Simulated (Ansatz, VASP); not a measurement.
## P: VASP beside Ansatz

INCAR

```
  PREC = Accurate
  ENCUT = 520
  EDIFF = 1E-7
  ISMEAR = -1
  SIGMA = 0.05
  LREAL = F
  LASPH = T
  NELM = 100
  ALGO = Normal
  ISIF = 2
  LWAVE = F
  LCHARG = F
  GGA = PE
  NBANDS = 12
```

KPOINTS

```
Automatic mesh
0
Gamma
  10 10 10
```

The input POSCAR:

```
P
1.0
    0.0000000000      2.6566464230      2.6566464230
    2.6566464230      0.0000000000      2.6566464230
    2.6566464230      2.6566464230      0.0000000000
P
2
Direct
   -0.2600000000     -0.0800000000     -0.0800000000
    0.2600000000      0.0800000000      0.0800000000
```

Input for Ansatz:

```yaml
crystal:
  lattice:
    - [0.0, 2.656646423, 2.656646423]
    - [2.656646423, 0.0, 2.656646423]
    - [2.656646423, 2.656646423, 0.0]
  atoms:
    - { symbol: P, position: [-0.26, -0.08, -0.08] }
    - { symbol: P, position: [0.26, 0.08, 0.08] }
kpoints:
  mp_grid: { grid: [10, 10, 10] }
scf:
  occupations: { method: fermi_dirac, width: 0.05 }
hamiltonian:
  xc: pbe
  pseudopotentials: { kind: all_electron, lapw: { basis_error: 0.001 } }
output:
  forces: true
  stress: true
  eigenvalues: true
  populations: true
```

Change from the starting cell: shortest bond scaled by 0.64, LAPW.

Alike in both runs: task single point; functional PBE; k mesh 10 × 10 × 10; occupations fermi-dirac, width 0.05 eV; no spin polarisation.

|  | VASP | Ansatz |
| --- | --- | --- |
| version | VASP 6.6.1 | Ansatz 0.2.0 |
| potentials or method | VASP PAW PBE potentials, release 64 (P), cutoff 520 eV | all-electron LAPW, scalar-relativistic |

VASP gave:

* pressure (GPa): 95.1
* traceless stress, the component that is largest in VASP (GPa): -91.60
* rms of the force components (eV/Å): 24.602

What did Ansatz give for the same quantities?

Pressure (GPa): 95.6; traceless stress, the component that is largest in VASP (GPa): -92.07; rms of the force components (eV/Å): 24.732.

Atom by atom the forces differ by 0.130 eV/Å (rms over components). Both programs put the cell under a high pressure, so it lies far from rest at this level. Ansatz ran all-electron here, and VASP with PAW potentials.

Noted on VASP's run: the cell as given lies far from equilibrium.
